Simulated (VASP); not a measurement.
Input of a VASP 6.6.1 run:

INCAR

```
SYSTEM = Zr
PREC = Accurate
ENCUT = 520
EDIFF = 1E-6
ISMEAR = 0
SIGMA = 0.1
LREAL = .FALSE.
LASPH = .TRUE.
NELM = 60
ALGO = Fast
ISIF = 2
LWAVE = .FALSE.
LCHARG = .FALSE.
GGA = CA
NBANDS = 32
```

File KPOINTS:

```
Automatic mesh
0
G
  12 12 8
  0 0 0
```

POSCAR

```
Zr
1.0
    4.9841399139      0.0000000000      0.0000000000
   -2.4920699569      4.3163917815      0.0000000000
    0.0000000000      0.0000000000      5.3875366725
Zr
4
Direct
    0.3333333333      0.6666666667      0.0000288832
    0.6666666667      0.3333333333      0.5000288832
    0.3333333333      0.6666666667      0.4999711168
    0.6666666667      0.3333333333      0.9999711168
```

Potentials or basis: VASP PAW LDA potentials, release 64 (Zr_sv).

Command:

```bash
$ cat potpaw_LDA.64/Zr_sv/POTCAR > POTCAR
$ mpirun -np 1 vasp_std > vasp.out
```

(1) Predict the largest force.

(2) Estimate the pressure.

(3) Estimate the band gap on the k mesh.

Answers

(1) 0.003 eV/Å.

(2) 0.0 GPa.

(3) zero (band 24 reaches 6.42 eV, above the bottom of band 25 at 5.60 eV).
